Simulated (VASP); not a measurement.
Write the native input for VASP 6.6.1 that does the following.

```
Task                   : single point
Functional             : revPBE
Potentials or basis    : VASP PAW PBE potentials, release 64 (Li_sv, F)
Cutoff                 : 520 eV
k mesh                 : 10 × 10 × 10
Occupations            : gaussian, width 0.1 eV
Spin                   : no spin polarisation
Dipole correction      : no
Further INCAR settings : ALGO = Normal; EDIFF = 1e-06; NBANDS = 12
```

The structure of LiF lies in POSCAR:

```
LiF
1.0
   -0.0304754046      2.0150661179      2.0141867041
    2.0339209471     -0.0278332735      2.0115445730
    2.0323939865      2.0108970263     -0.0263063130
Li F
1 1
Direct
    0.0000000000      0.0000000000      0.0000000000
    0.5000000000      0.5000000000      0.5000000000
```

These files were run (other wordings do the same):

INCAR

```
PREC     = Accurate       # precision mode
ENCUT    = 520            # plane-wave cutoff, eV
EDIFF    = 1E-6           # SCF threshold, eV
ISMEAR   = 0              # smearing method
SIGMA    = 0.1            # smearing width, eV
LREAL    = F              # projectors in reciprocal space
LASPH    = T              # aspherical terms in the spheres
NELM     = 100            # most SCF steps
ALGO     = Normal         # electronic algorithm
ISIF     = 2              # what is computed and relaxed
LWAVE    = F              # write WAVECAR
LCHARG   = F              # write CHGCAR
GGA      = RE             # functional
NBANDS   = 12             # bands
```

KPOINTS

```
Automatic mesh
0
Gamma
  10 10 10
```

Potentials or basis: VASP PAW PBE potentials, release 64 (Li_sv, F).

Run with:

```sh
$ cat potpaw_PBE.64/Li_sv/POTCAR potpaw_PBE.64/F/POTCAR > POTCAR
$ mpirun -np 1 vasp_std > vasp.out
```

It gave:

```yaml
Band_gap_on_the_k_mesh: 8.96 eV, direct
```

Run time: 43 s on 1 thread of Intel Xeon 6975P-C, on a shared host, peak memory 0.21 GiB.
